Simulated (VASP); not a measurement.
# BN (F-43m) in VASP: single point with PBE

Aim: the single point of BN with PBE.

All numbers are computed with VASP 6.6.1; they aren't measurements. Logs are shortened: lines on timing, memory, paths and dates and some standing lists are left out, and cuts for length are marked.

## (1) The cell of the first run

Symmetry: F-43m, No. 216, cubic system. Conventional cell: a = 3.626 Å, b = 3.626 Å, c = 3.626 Å, α = 90.00°, β = 90.00°, γ = 90.00°. N (site symmetry -43m) has 4 B at 1.57 Å within 2.1 Å. Within 2.1 Å of B (site symmetry -43m) lie 4 N at 1.57 Å.

## (2) Single point, PBE

INCAR reads:

```
SYSTEM = BN
ALGO = Normal ; EDIFF = 1E-6
ENCUT = 600 ; GGA = PE
GGA_COMPAT = .False. ; ISIF = 2
ISMEAR = 0 ; LASPH = .True.
LCHARG = .False. ; LREAL = .False.
LWAVE = .False. ; NBANDS = 11
NELM = 120 ; PREC = Accurate
SIGMA = 0.01
```

KPOINTS reads:

```
k-points
0
Gamma
  6 6 6
  0 0 0
```

POSCAR reads:

```
BN
1.0
    0.0000000000      1.8130010000      1.8130010000
    1.8130010000      0.0000000000      1.8130010000
    1.8130010000      1.8130010000      0.0000000000
N B
1 1
Direct
    0.2500000000      0.2500000000      0.2500000000
    0.0000000000      0.0000000000      0.0000000000
```

Potentials or basis: VASP PAW PBE potentials, release 64 (N, B).

Command:

```bash
$ cat potpaw_PBE.64/N/POTCAR potpaw_PBE.64/B/POTCAR > POTCAR
$ mpirun -np 1 vasp_std > vasp.out
```

OUTCAR:

```text
SYSTEM = BN
   EDIFF = 1E-6
   ENCUT = 600
   GGA = PE
   ISIF = 2
   ISMEAR = 0
   LASPH = .True.
   LREAL = .False.
   NELM = 120
   PREC = Accurate

 ion  position               nearest neighbor table
   1  0.250  0.250  0.250-   2 1.57   2 1.57   2 1.57   2 1.57
   2  0.000  0.000  0.000-   1 1.57   1 1.57   1 1.57   1 1.57

  LATTYP: Found a face centered cubic cell.
 ALAT       =     3.6260020000

  Lattice vectors:

 A1 = (   0.0000000000,   1.8130010000,   1.8130010000)
 A2 = (   1.8130010000,   0.0000000000,   1.8130010000)
 A3 = (   1.8130010000,   1.8130010000,   0.0000000000)

Analysis of symmetry for initial positions (statically):
=====================================================================
 Subroutine PRICEL returns:
 Original cell was already a primitive cell.

 Routine SETGRP: Setting up the symmetry group for a
 face centered cubic supercell.

 Subroutine GETGRP returns: Found 24 space group operations
 (whereof 24 operations were pure point group operations)
 out of a pool of 48 trial point group operations.

The static configuration has the point symmetry T_d .

Analysis of symmetry for dynamics (positions and initial velocities):
=====================================================================
 Subroutine PRICEL returns:
 Original cell was already a primitive cell.

 Routine SETGRP: Setting up the symmetry group for a
 face centered cubic supercell.

 Subroutine GETGRP returns: Found 24 space group operations
 (whereof 24 operations were pure point group operations)
 out of a pool of 48 trial point group operations.

The dynamic configuration has the point symmetry T_d .

 Subroutine INISYM returns: Found 24 space group operations
 (whereof 24 operations are pure point group operations),
 and found     1 'primitive' translations

----------------------------------------------------------------------------------------

                                     Primitive cell

  volume of cell :      11.9186

  direct lattice vectors                    reciprocal lattice vectors
     0.000000000  1.813001000  1.813001000    -0.275785838  0.275785838  0.275785838
     1.813001000  0.000000000  1.813001000     0.275785838 -0.275785838  0.275785838
     1.813001000  1.813001000  0.000000000     0.275785838  0.275785838 -0.275785838

  length of vectors
     2.563970603  2.563970603  2.563970603     0.477675083  0.477675083  0.477675083

  position of ions in fractional coordinates (direct lattice)
     0.250000000  0.250000000  0.250000000
     0.000000000  0.000000000  0.000000000

  ion indices of the primitive-cell ions
   primitive index   ion index
                 1           1
                 2           2

----------------------------------------------------------------------------------------

 KPOINTS: k-points

Automatic generation of k-mesh.
 Grid dimensions read from file:
 generate k-points for:    6    6    6

 Generating k-lattice:

  Cartesian coordinates                     Fractional coordinates (reciprocal lattice)
    -0.045964306  0.045964306  0.045964306     0.166666667  0.000000000  0.000000000
     0.045964306 -0.045964306  0.045964306     0.000000000  0.166666667  0.000000000
     0.045964306  0.045964306 -0.045964306     0.000000000  0.000000000  0.166666667

  Length of vectors
     0.079612514  0.079612514  0.079612514

  Shift w.r.t. Gamma in fractional coordinates (k-lattice)
     0.000000000  0.000000000  0.000000000

 Subroutine IBZKPT returns following result:
 ===========================================

 Found     16 irreducible k-points:

 Following reciprocal coordinates:
            Coordinates               Weight
  0.000000  0.000000  0.000000      1.000000
  0.166667  0.000000  0.000000      8.000000
  0.333333  0.000000  0.000000      8.000000
  0.500000  0.000000  0.000000      4.000000
  0.166667  0.166667  0.000000      6.000000
  0.333333  0.166667  0.000000     24.000000
[... 8 lines left out ...]
 -0.333333  0.333333  0.166667     24.000000
 -0.333333  0.500000  0.166667     12.000000
   k-points           NKPTS =     16   k-points in BZ     NKDIM =     16   number of bands    NBANDS=     11
   number of dos      NEDOS =    301   number of ions     NIONS =      2
   total plane-waves  NPLWV =   8000
   dimension x,y,z NGX =    20 NGY =   20 NGZ =   20
   dimension x,y,z NGXF=    40 NGYF=   40 NGZF=   40
   ions per type =               1   1
   NGX,Y,Z   is equivalent  to a cutoff of  12.97, 12.97, 12.97 a.u.
   NGXF,Y,Z  is equivalent  to a cutoff of  25.94, 25.94, 25.94 a.u.
 SYSTEM =  BN
   PREC   = accura    normal or accurate (medium, high low for compatibility)
   ISTART =      0    job   : 0-new  1-cont  2-samecut
   ICHARG =      2    charge: 1-file 2-atom 10-const
   ISPIN  =      1    spin polarized calculation?
   LNONCOLLINEAR =      F non collinear calculations
   LSORBIT =      F    spin-orbit coupling
   LASPH  =      T    aspherical Exc in radial PAW
   ENCUT  =  600.0 eV  44.10 Ry    6.64 a.u.   5.12  5.12  5.12*2*pi/ulx,y,z
   NELM   =    120;   NELMIN=  2; NELMDL= -5     # of ELM steps
   EDIFF  = 0.1E-05   stopping-criterion for ELM
   LREAL  =      F    real-space projection
   EDIFFG = 0.1E-04   stopping-criterion for IOM
   NSW    =      0    number of steps for IOM
   IBRION =     -1    ionic relax: 0-MD 1-quasi-New 2-CG
   NFREE  =      0    steps in history (QN), initial steepest desc. (CG)
   ISIF   =      2    stress and relaxation
   ISYM   =      2    0-nonsym 1-usesym 2-fastsym
   POTIM  = 0.5000    time-step for ionic-motion
   TEBEG  =    0.0;   TEEND  =   0.0 temperature during run
   PSTRESS=    0.0 pullay stress
   NELECT =       8.0000    total number of electrons
   NUPDOWN=      -1.0000    fix difference up-down
   EMIN   =  10.00;   EMAX   =-10.00  energy-range for DOS
   EFERMI =   0.00;   METHOD = LEGACY
   ISMEAR =     0;   SIGMA  =   0.01  broadening in eV -4-tet -1-fermi 0-gaus
   EFERMI_NEDOS =   21; number of points for ismear=-14 and -15
   IALGO  =     38    algorithm
   IMIX   =      4    mixing-type and parameters
     AMIX     =   0.40;   BMIX     =  1.00
     AMIX_MAG =   1.60;   BMIX_MAG =  1.00
  volume/ion in A,a.u.               =       5.96        40.22
  Fermi-wavevector in a.u.,A,eV,Ry     =   1.433387  2.708709 27.954506  2.054598
  Thomas-Fermi vector in A             =   2.552911
   LORBIT       =      0    0 simple, 1 ext, 2 COOP (PROOUT), +10 PAW based schemes
   GGA     = PE    functional components
   LHFCALC =     F    Hartree Fock is set to
   AEXX    =    0.0000 exact exchange contribution
   IVDW    =     0    specifies the selected vdW correction
   LEPSILON=     F    determine dielectric tensor
   LRPA    =     F    only Hartree local field effects (RPA)
 non-spin polarized calculation
 Gauss-broadening in eV      SIGMA  =   0.01
  energy-cutoff  :      600.00
  volume of cell :       11.92
 maximum number of plane-waves:       411
   NGX = 11   NGY = 11   NGZ = 11

 number of electron       7.9999999 magnetization

 Free energy of the ion-electron system (eV)
  ---------------------------------------------------
  ext. energy  EPLUGINS =         0.00000000
  ---------------------------------------------------
  free energy    TOTEN  =       -17.45065424 eV

  energy without entropy =      -17.45065424  energy(sigma->0) =      -17.45065424

 E-fermi :   7.3815     XC(G=0): -12.7764

 val. band max:        7.2935535185   @ k =   0.0000   0.0000   0.0000
 cond. band min:      11.7413727404   @ k =   0.5000   0.5000   0.0000
 fundamental gap:      4.4478192219
 Fermi energy:         7.3814519480

 k-point     1 :       0.0000    0.0000    0.0000
  band No.  band energies     occupation
      1     -12.8351      2.00000
      2       7.2936      2.00000
      3       7.2936      2.00000
      4       7.2936      2.00000
      5      16.0677      0.00000
      6      16.0677      0.00000
      7      16.0677      0.00000
      8      17.4950      0.00000
      9      31.8728      0.00000
     10      34.9467      0.00000
     11      34.9467      0.00000

 k-point     2 :       0.1667    0.0000    0.0000
  band No.  band energies     occupation
      1     -12.1704      2.00000
      2       4.2999      2.00000
      3       6.6792      2.00000
      4       6.6792      2.00000
      5      16.5578      0.00000
      6      16.9704      0.00000
      7      16.9704      0.00000
      8      19.4034      0.00000
      9      31.1671      0.00000
     10      31.2090      0.00000
     11      31.2090      0.00000

 k-point     3 :       0.3333    0.0000    0.0000
  band No.  band energies     occupation
      1     -10.3238      2.00000
      2      -0.5214      2.00000
      3       5.7463      2.00000
      4       5.7463      2.00000
      5      17.0930      0.00000
      6      17.8886      0.00000
      7      17.8886      0.00000
      8      21.7194      0.00000
      9      30.3958      0.00000
     10      31.5862      0.00000
     11      31.5862      0.00000

 k-point     4 :       0.5000    0.0000    0.0000
  band No.  band energies     occupation
      1      -8.6611      2.00000
      2      -3.3150      2.00000
      3       5.3701      2.00000
      4       5.3701      2.00000
      5      17.3190      0.00000
      6      17.9470      0.00000
      7      17.9470      0.00000
      8      22.4566      0.00000
      9      30.6188      0.00000
     10      33.8919      0.00000
     11      34.0611      0.00000
[... 127 lines left out ...]
 k-point    14 :       0.5000    0.3333    0.1667
  band No.  band energies     occupation
      1      -8.8512      2.00000
      2      -0.1041      2.00000
      3       1.8985      2.00000
      4       3.7848      2.00000
      5      16.0240      0.00000
      6      19.1299      0.00000
      7      20.3163      0.00000
      8      22.7409      0.00000
      9      26.8575      0.00000
     10      32.7279      0.00000
     11      35.3829      0.00000

 k-point    15 :      -0.3333    0.3333    0.1667
  band No.  band energies     occupation
      1      -7.5336      2.00000
      2      -1.5929      2.00000
      3       1.2775      2.00000
      4       2.8398      2.00000
      5      16.7462      0.00000
      6      19.0113      0.00000
      7      22.1045      0.00000
      8      23.5550      0.00000
      9      25.3187      0.00000
     10      32.8352      0.00000
     11      35.2341      0.00000

 k-point    16 :      -0.3333    0.5000    0.1667
  band No.  band energies     occupation
      1      -7.0839      2.00000
      2      -0.8445      2.00000
      3       1.1532      2.00000
      4       1.2014      2.00000
      5      15.0302      0.00000
      6      19.2362      0.00000
      7      22.2581      0.00000
      8      23.9539      0.00000
      9      26.7285      0.00000
     10      33.0008      0.00000
     11      37.3405      0.00000

------------------------ aborting loop because EDIFF is reached ----------------------------------------

  FORCE on cell =-STRESS in cart. coord.  units (eV):
  Direction    XX          YY          ZZ          XY          YZ          ZX
  --------------------------------------------------------------------------------------
  -------------------------------------------------------------------------------------
  Total       -0.0297537     -0.0297537     -0.0297537      0.0000000      0.0000000     -0.0000000
  in kB       -3.9997006     -3.9997006     -3.9997006      0.0000000      0.0000000     -0.0000000
  external PRESSURE =      -3.9997006 kB  Pullay stress =       0.0000000 kB

 VOLUME and BASIS-vectors are now :
 -----------------------------------------------------------------------------
  energy-cutoff  :      600.00
  volume of cell :       11.92
      direct lattice vectors                 reciprocal lattice vectors
     0.000000000  1.813001000  1.813001000    -0.275785838  0.275785838  0.275785838
     1.813001000  0.000000000  1.813001000     0.275785838 -0.275785838  0.275785838
     1.813001000  1.813001000  0.000000000     0.275785838  0.275785838 -0.275785838

 POSITION                                       TOTAL-FORCE (eV/Angst)
 -----------------------------------------------------------------------------------
      0.90650      0.90650      0.90650         0.000000     -0.000000      0.000000
      0.00000      0.00000      0.00000        -0.000000      0.000000     -0.000000
 -----------------------------------------------------------------------------------
    total drift:                                0.000000      0.000000      0.000000

  FREE ENERGIE OF THE ION-ELECTRON SYSTEM (eV)
  ---------------------------------------------------
  free  energy   TOTEN  =       -17.4506542392 eV

  energy  without entropy=      -17.4506542392  energy(sigma->0) =      -17.45065424
```

It took 2.7 s on 1 thread of Intel Xeon 6975P-C (Granite Rapids), shared host; peak memory 0.12 GiB.

Results:

```yaml
Free_energy: -17.4507 eV
Pressure: -0.4 GPa
Band_gap_on_the_k_mesh: 4.45 eV, indirect (least direct gap 8.77 eV)
```

Caveat: the k points lie up to 0.50 Å⁻¹ apart. A hybrid or GW would open this gap; PBE tends to underestimate it.
